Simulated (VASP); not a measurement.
# SnO2 (Pa-3) in VASP: single point with LDA

Aim: the single point of SnO2 with LDA.

All numbers are computed with VASP 6.6.1; they aren't measurements. Logs are shortened: lines on timing, memory, paths and dates and some standing lists are left out, and cuts for length are marked.

### Step 1. The cell of the first run

It takes space group Pa-3 (No. 205, cubic). Conventional cell: a = 5.068 Å, b = 5.068 Å, c = 5.068 Å, α = 90.00°, β = 90.00°, γ = 90.00°. Within 2.7 Å of Sn (site symmetry -3) lie 6 O at 2.07 Å. O (site symmetry 3) has 3 Sn at 2.07 Å and 6 O at 2.69 Å within 2.7 Å.

### Step 2. Single point, LDA

The input, INCAR:

```
SYSTEM = SnO2
PREC = Accurate ; ENCUT = 910
EDIFF = 1E-6 ; ISMEAR = 0
SIGMA = 0.02 ; LREAL = .False.
LASPH = .True. ; NELM = 120
ALGO = Normal ; ISIF = 2
LWAVE = .False. ; LCHARG = .False.
NBANDS = 64 ; GGA_COMPAT = .False.
```

The input, KPOINTS:

```
Automatic mesh
0
Gamma
  6 6 6
  0 0 0
```

The input, POSCAR:

```
SnO2
1.0
    5.0679172417      0.0000000000      0.0000000000
    0.0000000000      5.0679172417      0.0000000000
    0.0000000000      0.0000000000      5.0679172417
Sn O
4 8
Direct
    0.0000000000      0.5000000000      0.5000000000
    0.5000000000      0.5000000000      0.0000000000
    0.5000000000      0.0000000000      0.5000000000
    0.0000000000      0.0000000000      0.0000000000
    0.3396403698      0.1603596302      0.8396403698
    0.1603596302      0.8396403698      0.3396403698
    0.8396403698      0.3396403698      0.1603596302
    0.6603596302      0.6603596302      0.6603596302
    0.3396403698      0.3396403698      0.3396403698
    0.1603596302      0.6603596302      0.8396403698
    0.8396403698      0.1603596302      0.6603596302
    0.6603596302      0.8396403698      0.1603596302
```

Potentials or basis: VASP PAW LDA potentials, release 64 (Sn_d, O_h).

Command:

```sh
> cat potpaw_LDA.64/Sn_d/POTCAR potpaw_LDA.64/O_h/POTCAR > POTCAR
> mpirun -np 1 vasp_std > vasp.out
```

OUTCAR:

```text
SYSTEM = SnO2
   PREC = Accurate
   ENCUT = 910
   EDIFF = 1E-6
   ISMEAR = 0
   LREAL = .False.
   LASPH = .True.
   NELM = 120
   ISIF = 2

 ion  position               nearest neighbor table
   1  0.000  0.500  0.500-   6 2.07   7 2.07   8 2.07   9 2.07  10 2.07  11 2.07   2 3.58   3 3.58
                             4 3.58   2 3.58   4 3.58   3 3.58   4 3.58   4 3.58   2 3.58   3 3.58
   2  0.500  0.500  0.000-   5 2.07   7 2.07   8 2.07   9 2.07  10 2.07  12 2.07   1 3.58   3 3.58
                             4 3.58   1 3.58   3 3.58   3 3.58   4 3.58   3 3.58   1 3.58   4 3.58
   3  0.500  0.000  0.500-   5 2.07   6 2.07   8 2.07   9 2.07  11 2.07  12 2.07   1 3.58   2 3.58
                             4 3.58   2 3.58   4 3.58   1 3.58   2 3.58   2 3.58   1 3.58   4 3.58
   4  0.000  0.000  0.000-   5 2.07   6 2.07   7 2.07  10 2.07  11 2.07  12 2.07   1 3.58   2 3.58
                             3 3.58   1 3.58   3 3.58   1 3.58   2 3.58   1 3.58   2 3.58   3 3.58
   5  0.340  0.160  0.840-   2 2.07   3 2.07   4 2.07
   6  0.160  0.840  0.340-   1 2.07   3 2.07   4 2.07
   7  0.840  0.340  0.160-   1 2.07   2 2.07   4 2.07
   8  0.660  0.660  0.660-   1 2.07   2 2.07   3 2.07
   9  0.340  0.340  0.340-   1 2.07   2 2.07   3 2.07
  10  0.160  0.660  0.840-   1 2.07   2 2.07   4 2.07
  11  0.840  0.160  0.660-   1 2.07   3 2.07   4 2.07
  12  0.660  0.840  0.160-   2 2.07   3 2.07   4 2.07

  LATTYP: Found a simple cubic cell.
 ALAT       =     5.0679172417

  Lattice vectors:

 A1 = (   5.0679172417,   0.0000000000,   0.0000000000)
 A2 = (   0.0000000000,   5.0679172417,   0.0000000000)
 A3 = (   0.0000000000,   0.0000000000,   5.0679172417)

Analysis of symmetry for initial positions (statically):
=====================================================================
 Subroutine PRICEL returns:
 Original cell was already a primitive cell.

 Routine SETGRP: Setting up the symmetry group for a
 simple cubic supercell.

 Subroutine GETGRP returns: Found 24 space group operations
 (whereof  6 operations were pure point group operations)
 out of a pool of 48 trial point group operations.

The static configuration has the point symmetry S_6 .
 The point group associated with its full space group is T_h .

Analysis of symmetry for dynamics (positions and initial velocities):
=====================================================================
 Subroutine PRICEL returns:
 Original cell was already a primitive cell.

 Routine SETGRP: Setting up the symmetry group for a
 simple cubic supercell.

[... 137 lines left out ...]
   EMIN   =  10.00;   EMAX   =-10.00  energy-range for DOS
   EFERMI =   0.00;   METHOD = LEGACY
   ISMEAR =     0;   SIGMA  =   0.02  broadening in eV -4-tet -1-fermi 0-gaus
   EFERMI_NEDOS =   21; number of points for ismear=-14 and -15
   IALGO  =     38    algorithm
   IMIX   =      4    mixing-type and parameters
     AMIX     =   0.40;   BMIX     =  1.00
     AMIX_MAG =   1.60;   BMIX_MAG =  1.00
  volume/ion in A,a.u.               =      10.85        73.20
  Fermi-wavevector in a.u.,A,eV,Ry     =   1.519112  2.870705 31.398177  2.307701
  Thomas-Fermi vector in A             =   2.628142
   LORBIT       =      0    0 simple, 1 ext, 2 COOP (PROOUT), +10 PAW based schemes
   GGA     = CA    functional components
   LHFCALC =     F    Hartree Fock is set to
   AEXX    =    0.0000 exact exchange contribution
   IVDW    =     0    specifies the selected vdW correction
   LEPSILON=     F    determine dielectric tensor
   LRPA    =     F    only Hartree local field effects (RPA)
 non-spin polarized calculation
 Gauss-broadening in eV      SIGMA  =   0.02
  energy-cutoff  :      910.00
  volume of cell :      130.16
 maximum number of plane-waves:      8217
 NGX is ok and might be reduce to    50
   NGX = 25   NGY = 25   NGZ = 25

 number of electron     103.9999971 magnetization

 Free energy of the ion-electron system (eV)
  ---------------------------------------------------
  ext. energy  EPLUGINS =         0.00000000
  ---------------------------------------------------
  free energy    TOTEN  =       -83.79961660 eV

  energy without entropy =      -83.79961660  energy(sigma->0) =      -83.79961660

 E-fermi :   7.7209     XC(G=0): -12.4799

 val. band max:        7.5513630880   @ k =  -0.1667   0.3333   0.0000
 cond. band min:       8.6840967585   @ k =   0.0000   0.0000   0.0000
 fundamental gap:      1.1327336705
 Fermi energy:         7.7208967197

 k-point     1 :       0.0000    0.0000    0.0000
  band No.  band energies     occupation
      1     -13.2139      2.00000
      2     -13.2139      2.00000
      3     -13.2139      2.00000
      4     -12.3658      2.00000
      5     -12.3658      2.00000
      6     -12.3658      2.00000
[... 1597 lines left out ...]
     63      18.8537      0.00000
     64      18.8540      0.00000

------------------------ aborting loop because EDIFF is reached ----------------------------------------

  FORCE on cell =-STRESS in cart. coord.  units (eV):
  Direction    XX          YY          ZZ          XY          YZ          ZX
  --------------------------------------------------------------------------------------
  -------------------------------------------------------------------------------------
  Total        0.5640344      0.5640344      0.5640344     -0.0000000      0.0000000      0.0000000
  in kB        6.9426880      6.9426880      6.9426880     -0.0000000      0.0000000      0.0000000
  external PRESSURE =       6.9426880 kB  Pullay stress =       0.0000000 kB

 VOLUME and BASIS-vectors are now :
 -----------------------------------------------------------------------------
  energy-cutoff  :      910.00
  volume of cell :      130.16
      direct lattice vectors                 reciprocal lattice vectors
     5.067917242  0.000000000  0.000000000     0.197319718  0.000000000  0.000000000
     0.000000000  5.067917242  0.000000000     0.000000000  0.197319718  0.000000000
     0.000000000  0.000000000  5.067917242     0.000000000  0.000000000  0.197319718

 POSITION                                       TOTAL-FORCE (eV/Angst)
 -----------------------------------------------------------------------------------
      0.00000      2.53396      2.53396        -0.000000     -0.000000     -0.000000
      2.53396      2.53396      0.00000        -0.000000     -0.000000     -0.000000
      2.53396      0.00000      2.53396        -0.000000     -0.000000     -0.000000
      0.00000      0.00000      0.00000        -0.000000     -0.000000     -0.000000
      1.72127      0.81269      4.25523         0.002805     -0.002805      0.002805
      0.81269      4.25523      1.72127        -0.002805      0.002805      0.002805
      4.25523      1.72127      0.81269         0.002805      0.002805     -0.002805
      3.34665      3.34665      3.34665        -0.002805     -0.002805     -0.002805
      1.72127      1.72127      1.72127         0.002805      0.002805      0.002805
      0.81269      3.34665      4.25523        -0.002805     -0.002805      0.002805
      4.25523      0.81269      3.34665         0.002805     -0.002805     -0.002805
      3.34665      4.25523      0.81269        -0.002805      0.002805     -0.002805
 -----------------------------------------------------------------------------------
    total drift:                               -0.000000     -0.000000      0.000000

  FREE ENERGIE OF THE ION-ELECTRON SYSTEM (eV)
  ---------------------------------------------------
  free  energy   TOTEN  =       -83.7996165953 eV

  energy  without entropy=      -83.7996165953  energy(sigma->0) =      -83.79961660
```

stdout:

```text
POSCAR found type information on POSCAR SnO
 POSCAR found :  2 types and      12 ions
 scaLAPACK will be used
 LDA part: xc-table for (Slater(with rela. corr.)+CA(PZ))
 , standard interpolation
 POSCAR, INCAR and KPOINTS ok, starting setup
 FFT: planning ... GRIDC
 FFT: planning ... GRID_SOFT
 FFT: planning ... GRID
 WAVECAR not read
 entering main loop
```

Run time: 9.4 min. Hardware: 1 thread of Intel Xeon Platinum 8259CL at 2.50GHz (Skylake/Cascade Lake), shared host; peak memory 0.49 GiB.

Results:

| Property | Result |
| --- | --- |
| Free energy | -83.7996 eV |
| Pressure | 0.7 GPa |
| Largest force | 0.005 eV/Å |
| Band gap on the k mesh | 1.13 eV (least direct gap 1.23 eV) |

Forces on the atoms (eV/Å):
```
Sn   0.000  0.000  0.000
Sn   0.000  0.000  0.000
Sn   0.000  0.000  0.000
Sn   0.000  0.000  0.000
O    0.003 -0.003  0.003
O   -0.003  0.003  0.003
O    0.003  0.003 -0.003
O   -0.003 -0.003 -0.003
O    0.003  0.003  0.003
O   -0.003 -0.003  0.003
O    0.003 -0.003 -0.003
O   -0.003  0.003 -0.003
```

Caveat: the cutoff is under 1.25 times the usual one of these potentials, so pressure, stress and relaxed cells hold a basis-set (Pulay) error; spin-orbit coupling is left out, which moves the levels of the heavy elements.
